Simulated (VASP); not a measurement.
# Pt (Fm-3m) in VASP: notebook

Pt is run at these levels: PBEsol; tasks: relaxation of cell and atoms.

All numbers are computed with VASP 6.6.1; they aren't measurements. Logs are shortened: lines on timing, memory, paths and dates and some standing lists are left out, and cuts for length are marked.

## 1. The cell of the first run

The structure is cubic, space group Fm-3m (No. 225). Conventional cell: a = 3.918 Å, b = 3.918 Å, c = 3.918 Å, α = 90.00°, β = 90.00°, γ = 90.00°. Within 3.7 Å of Pt (site symmetry m-3m) lie 12 Pt at 2.77 Å.

## 2. Relaxation of cell and atoms, PBEsol

Input file INCAR:

```
ALGO = Normal
EDIFF = 1E-7
EDIFFG = -0.001
ENCUT = 600
GGA = PS
IBRION = 2
ISIF = 3
ISMEAR = -1
LASPH = T
LCHARG = F
LREAL = F
LWAVE = F
NELM = 60
NSW = 80
PREC = Accurate
SIGMA = 0.15
```

Input file KPOINTS:

```
k-points
0
Gamma
  16 16 16
```

Input file POSCAR:

```
Pt
1.0
    0.0000000000      1.9588232764      1.9588232764
    1.9588232764      0.0000000000      1.9588232764
    1.9588232764      1.9588232764      0.0000000000
Pt
1
Direct
    0.0000000000      0.0000000000      0.0000000000
```

Potentials or basis: VASP PAW PBE potentials, release 64 (Pt).

Run with:

```console
> cat potpaw_PBE.64/Pt/POTCAR > POTCAR
> mpirun -np 1 vasp_std > vasp.out
```

OUTCAR:

```text
EDIFF = 1E-7
   EDIFFG = -0.001
   ENCUT = 600
   GGA = PS
   IBRION = 2
   ISIF = 3
   ISMEAR = -1
   LASPH = T
   LREAL = F
   NELM = 60
   NSW = 80
   PREC = Accurate

 ion  position               nearest neighbor table
   1  0.000  0.000  0.000-

  LATTYP: Found a face centered cubic cell.
 ALAT       =     3.9176465528

  Lattice vectors:

 A1 = (   0.0000000000,   1.9588232764,   1.9588232764)
 A2 = (   1.9588232764,   0.0000000000,   1.9588232764)
 A3 = (   1.9588232764,   1.9588232764,   0.0000000000)

Analysis of symmetry for initial positions (statically):
=====================================================================
 Subroutine PRICEL returns:
 Original cell was already a primitive cell.

 Routine SETGRP: Setting up the symmetry group for a
 face centered cubic supercell.

 Subroutine GETGRP returns: Found 48 space group operations
 (whereof 48 operations were pure point group operations)
 out of a pool of 48 trial point group operations.

The static configuration has the point symmetry O_h .

Analysis of symmetry for dynamics (positions and initial velocities):
=====================================================================
 Subroutine PRICEL returns:
 Original cell was already a primitive cell.

 Routine SETGRP: Setting up the symmetry group for a
 face centered cubic supercell.

 Subroutine GETGRP returns: Found 48 space group operations
 (whereof 48 operations were pure point group operations)
 out of a pool of 48 trial point group operations.

The dynamic configuration has the point symmetry O_h .

 Subroutine INISYM returns: Found 48 space group operations
 (whereof 48 operations are pure point group operations),
 and found     1 'primitive' translations

----------------------------------------------------------------------------------------

                                     Primitive cell

  volume of cell :      15.0320

  direct lattice vectors                    reciprocal lattice vectors
     0.000000000  1.958823276  1.958823276    -0.255255288  0.255255288  0.255255288
     1.958823276  0.000000000  1.958823276     0.255255288 -0.255255288  0.255255288
     1.958823276  1.958823276  0.000000000     0.255255288  0.255255288 -0.255255288

  length of vectors
     2.770194444  2.770194444  2.770194444     0.442115128  0.442115128  0.442115128

  position of ions in fractional coordinates (direct lattice)
     0.000000000  0.000000000  0.000000000

  ion indices of the primitive-cell ions
   primitive index   ion index
                 1           1

----------------------------------------------------------------------------------------

 KPOINTS: k-points

Automatic generation of k-mesh.
 Grid dimensions read from file:
 generate k-points for:   16   16   16

 Generating k-lattice:

  Cartesian coordinates                     Fractional coordinates (reciprocal lattice)
    -0.015953456  0.015953456  0.015953456     0.062500000  0.000000000  0.000000000
     0.015953456 -0.015953456  0.015953456     0.000000000  0.062500000  0.000000000
     0.015953456  0.015953456 -0.015953456     0.000000000  0.000000000  0.062500000

  Length of vectors
     0.027632196  0.027632196  0.027632196

  Shift w.r.t. Gamma in fractional coordinates (k-lattice)
     0.000000000  0.000000000  0.000000000

 Subroutine IBZKPT returns following result:
 ===========================================

 Found    145 irreducible k-points:

 Following reciprocal coordinates:
            Coordinates               Weight
  0.000000  0.000000  0.000000      1.000000
  0.062500  0.000000  0.000000      8.000000
  0.125000  0.000000  0.000000      8.000000
  0.187500  0.000000  0.000000      8.000000
  0.250000  0.000000  0.000000      8.000000
  0.312500  0.000000  0.000000      8.000000
[... 16 lines left out ...]
 -0.125000  0.062500  0.000000     24.000000
 -0.062500  0.062500  0.000000     12.000000
 [... further k-points ...]
   k-points           NKPTS =    145   k-points in BZ     NKDIM =    145   number of bands    NBANDS=      9
   number of dos      NEDOS =    301   number of ions     NIONS =      1
   total plane-waves  NPLWV =  13824
   dimension x,y,z NGX =    24 NGY =   24 NGZ =   24
   dimension x,y,z NGXF=    48 NGYF=   48 NGZF=   48
   ions per type =               1
   NGX,Y,Z   is equivalent  to a cutoff of  14.40, 14.40, 14.40 a.u.
   NGXF,Y,Z  is equivalent  to a cutoff of  28.81, 28.81, 28.81 a.u.
 SYSTEM =  unknown system
   PREC   = accura    normal or accurate (medium, high low for compatibility)
   ISTART =      0    job   : 0-new  1-cont  2-samecut
   ICHARG =      2    charge: 1-file 2-atom 10-const
   ISPIN  =      1    spin polarized calculation?
   LNONCOLLINEAR =      F non collinear calculations
   LSORBIT =      F    spin-orbit coupling
   LASPH  =      T    aspherical Exc in radial PAW
   ENCUT  =  600.0 eV  44.10 Ry    6.64 a.u.   5.53  5.53  5.53*2*pi/ulx,y,z
   NELM   =     60;   NELMIN=  2; NELMDL= -5     # of ELM steps
   EDIFF  = 0.1E-06   stopping-criterion for ELM
   LREAL  =      F    real-space projection
   EDIFFG = -.1E-02   stopping-criterion for IOM
   NSW    =     80    number of steps for IOM
   IBRION =      2    ionic relax: 0-MD 1-quasi-New 2-CG
   NFREE  =      1    steps in history (QN), initial steepest desc. (CG)
   ISIF   =      3    stress and relaxation
   ISYM   =      2    0-nonsym 1-usesym 2-fastsym
   POTIM  = 0.5000    time-step for ionic-motion
   TEBEG  =    0.0;   TEEND  =   0.0 temperature during run
   PSTRESS=    0.0 pullay stress
   NELECT =      10.0000    total number of electrons
   NUPDOWN=      -1.0000    fix difference up-down
   EMIN   =  10.00;   EMAX   =-10.00  energy-range for DOS
   EFERMI =   0.00;   METHOD = LEGACY
   ISMEAR =    -1;   SIGMA  =   0.15  broadening in eV -4-tet -1-fermi 0-gaus
   EFERMI_NEDOS =   21; number of points for ismear=-14 and -15
   IALGO  =     38    algorithm
   IMIX   =      4    mixing-type and parameters
     AMIX     =   0.40;   BMIX     =  1.00
     AMIX_MAG =   1.60;   BMIX_MAG =  1.00
  volume/ion in A,a.u.               =      15.03       101.44
  Fermi-wavevector in a.u.,A,eV,Ry     =   1.429123  2.700651 27.788434  2.042392
  Thomas-Fermi vector in A             =   2.549111
   LORBIT       =      0    0 simple, 1 ext, 2 COOP (PROOUT), +10 PAW based schemes
   GGA     = PS    functional components
   LHFCALC =     F    Hartree Fock is set to
   AEXX    =    0.0000 exact exchange contribution
   IVDW    =     0    specifies the selected vdW correction
   LEPSILON=     F    determine dielectric tensor
   LRPA    =     F    only Hartree local field effects (RPA)
 conjugate gradient relaxation of ions
 non-spin polarized calculation
  energy-cutoff  :      600.00
  volume of cell :       15.03
 maximum number of plane-waves:       531
 NGX is ok and might be reduce to    24
   NGX = 11   NGY = 11   NGZ = 11

--------------------------------------- Ionic step        1  -------------------------------------------

 number of electron      10.0000000 magnetization

 Free energy of the ion-electron system (eV)
  ---------------------------------------------------
  ext. energy  EPLUGINS =         0.00000000
  ---------------------------------------------------
  free energy    TOTEN  =        -7.02594342 eV

  energy without entropy =       -6.91674416  energy(sigma->0) =       -6.97134379

------------------------ aborting loop because EDIFF is reached ----------------------------------------

  FORCE on cell =-STRESS in cart. coord.  units (eV):
  Direction    XX          YY          ZZ          XY          YZ          ZX
  --------------------------------------------------------------------------------------
  -------------------------------------------------------------------------------------
  Total        0.0493593      0.0493593      0.0493593      0.0000000     -0.0000000      0.0000000
  in kB        5.2609437      5.2609437      5.2609437      0.0000000     -0.0000000      0.0000000
  external PRESSURE =       5.2609437 kB  Pullay stress =       0.0000000 kB
[... 55 lines left out ...]
  energy  without entropy=       -6.9155042747  energy(sigma->0) =       -6.97055525

--------------------------------------- Ionic step        3  -------------------------------------------

 number of electron      10.0000000 magnetization

 Free energy of the ion-electron system (eV)
  ---------------------------------------------------
  ext. energy  EPLUGINS =         0.00000000
  ---------------------------------------------------
  free energy    TOTEN  =        -7.02598690 eV

  energy without entropy =       -6.91656043  energy(sigma->0) =       -6.97127366

 E-fermi :  11.1404     XC(G=0): -13.6368

 val. band max:       11.1354959965   @ k =   0.5000   0.3125   0.0625
 cond. band min:      11.1423742398   @ k =   0.3750   0.2500   0.1250
 fundamental gap:      0.0068782433
 Fermi energy:        11.1404423468

 k-point     1 :       0.0000    0.0000    0.0000
  band No.  band energies     occupation
      1       0.8123      2.00000
      2       7.3117      2.00000
      3       7.3117      2.00000
      4       7.3117      2.00000
      5       9.4933      1.99997
      6       9.4933      1.99997
      7      25.7464      0.00000
      8      30.7091      0.00000
      9      30.7091      0.00000
[... 265 lines left out ...]
 k-point    24 :      -0.0625    0.0625    0.0000
  band No.  band energies     occupation
      1       1.2273      2.00000
      2       7.1093      2.00000
      3       7.4622      2.00000
      4       7.5064      2.00000
      5       9.2986      1.99999
      6       9.5199      1.99996
      7      26.3806      0.00000
      8      29.1001      0.00000
      9      30.7781      0.00000

 [... further k-points ...]

------------------------ aborting loop because EDIFF is reached ----------------------------------------

  FORCE on cell =-STRESS in cart. coord.  units (eV):
  Direction    XX          YY          ZZ          XY          YZ          ZX
  --------------------------------------------------------------------------------------
  -------------------------------------------------------------------------------------
  Total       -0.0003313     -0.0003313     -0.0003313      0.0000000      0.0000000      0.0000000
  in kB       -0.0352495     -0.0352495     -0.0352495      0.0000000      0.0000000      0.0000000
  external PRESSURE =      -0.0352495 kB  Pullay stress =       0.0000000 kB
[... 16 lines left out ...]
  FREE ENERGIE OF THE ION-ELECTRON SYSTEM (eV)
  ---------------------------------------------------
  free  energy   TOTEN  =        -7.0259868951 eV

  energy  without entropy=       -6.9165604273  energy(sigma->0) =       -6.97127366

 reached required accuracy - stopping structural energy minimisation
```

Wall time 16 s (1 thread of Intel Xeon 6975P-C (Granite Rapids), shared host); peak memory 0.16 GiB.

What came out:

```
Free energy                            : -7.0260 eV
Relaxed volume                         : 15.06 Å³/atom
Relaxed cell                           : a = 2.772 Å, b = 2.772 Å, c = 2.772 Å, α = 60.00°, β = 60.00°, γ = 60.00°
Space group after relaxing (to 0.05 Å) : Fm-3m (No. 225)
Energy gained by relaxing              : 0.0 meV/atom
Ionic steps                            : 3
Pressure after relaxing                : 0.0 GPa
Band gap on the k mesh                 : zero (band 5 reaches 11.62 eV, above the bottom of band 6 at 9.39 eV)
```

Final structure:
```yaml
crystal:
  lattice:
    - [0.00000, 1.96000, 1.96000]
    - [1.96000, 0.00000, 1.96000]
    - [1.96000, 1.96000, 0.00000]
  atoms:
    - { symbol: Pt, position: [0.00000, 0.00000, 0.00000] }
```

Levels at points of the mesh, in eV from the Fermi level:
```
           k point  band 1  band 2  band 3  band 4  band 5  band 6  band 7  band 8  band 9
(0.00, 0.00, 0.00)  -10.33   -3.83   -3.83   -3.83   -1.65   -1.65   14.61   19.57   19.57
(0.50, 0.00, 0.00)   -7.40   -3.89   -3.89   -0.57    0.03    0.03    5.80   14.16   18.94
(0.50, 0.50, 0.00)   -7.14   -6.68    0.00    0.48    0.48    1.69    8.83   11.32   11.32
```

Caveat: the PAW data sets were made with another functional, which shifts forces and pressure a little; spin-orbit coupling is left out, which moves the levels of the heavy elements.

## 3. Relaxation of cell and atoms, PBEsol

This run uses another cell than the first one, of 15.33 Å³/atom, 1.020 times its volume.

Input file INCAR:

```
SYSTEM = Pt
PREC = Accurate
ENCUT = 600
EDIFF = 1E-6
ISMEAR = 0
SIGMA = 0.1
LREAL = .False.
LASPH = .True.
NELM = 80
ALGO = Normal
ISIF = 3
LWAVE = .False.
LCHARG = .False.
GGA = PS
IBRION = 2
NSW = 100
EDIFFG = -0.002
```

Input file KPOINTS:

```
Automatic mesh
0
Gamma
  16 16 16
  0 0 0
```

Input file POSCAR:

```
Pt
1.0
    0.0000000000      1.9715751800      1.9715751800
    1.9715751800      0.0000000000      1.9715751800
    1.9715751800      1.9715751800      0.0000000000
Pt
1
Direct
    0.0000000000      0.0000000000      0.0000000000
```

Potentials or basis: VASP PAW PBE potentials, release 64 (Pt).

Run with:

```console
> cat potpaw_PBE.64/Pt/POTCAR > POTCAR
> mpirun -np 1 vasp_std > vasp.out
```

It took 20 s on 1 thread of Intel Xeon 6975P-C (Granite Rapids), shared host; peak memory 0.17 GiB.

The run converged. Its results:

```
Free energy                            : -6.9675 eV
Relaxed volume                         : 15.02 Å³/atom
Relaxed cell                           : a = 2.769 Å, b = 2.769 Å, c = 2.769 Å, α = 60.00°, β = 60.00°, γ = 60.00°
Space group after relaxing (to 0.05 Å) : Fm-3m (No. 225)
Energy gained by relaxing              : 5.6 meV/atom
Ionic steps                            : 4
Pressure after relaxing                : 0.0 GPa
Band gap on the k mesh                 : zero (band 5 reaches 11.67 eV, above the bottom of band 6 at 9.43 eV)
```

The path:
```
step  energy change (eV)  largest force (eV/Å)  pressure (GPa)  volume (Å³)
   1              0.0000                0.0000           -5.61        15.33
   2              0.0438                0.0000           19.82        14.17
   3             -0.0056                0.0000           -0.13        15.02
   4             -0.0056                0.0000           -0.01        15.02
```

Final structure:
```cif
data_structure
_symmetry_space_group_name_H-M 'P 1'
_symmetry_Int_Tables_number 1
_cell_length_a 2.7693
_cell_length_b 2.7693
_cell_length_c 2.7693
_cell_angle_alpha 60.000
_cell_angle_beta 60.000
_cell_angle_gamma 60.000
_cell_volume 15.02
loop_
_atom_site_label
_atom_site_type_symbol
_atom_site_fract_x
_atom_site_fract_y
_atom_site_fract_z
_atom_site_occupancy
Pt1 Pt 0.00000 0.00000 0.00000 1
```

Levels at points of the mesh, in eV from the Fermi level:
| k point | band 3 | band 4 | band 5 | band 6 | band 7 | band 8 |
| --- | --- | --- | --- | --- | --- | --- |
| (0.00, 0.00, 0.00) | -3.81 | -3.81 | -1.62 | -1.62 | 14.63 | 19.62 |
| (0.50, 0.00, 0.00) | -3.87 | -0.54 | 0.06 | 0.06 | 5.85 | 14.19 |
| (0.50, 0.50, 0.00) | 0.04 | 0.51 | 0.51 | 1.72 | 8.89 | 11.37 |

Caveat: the PAW data sets were made with another functional, which shifts forces and pressure a little; spin-orbit coupling is left out, which moves the levels of the heavy elements.
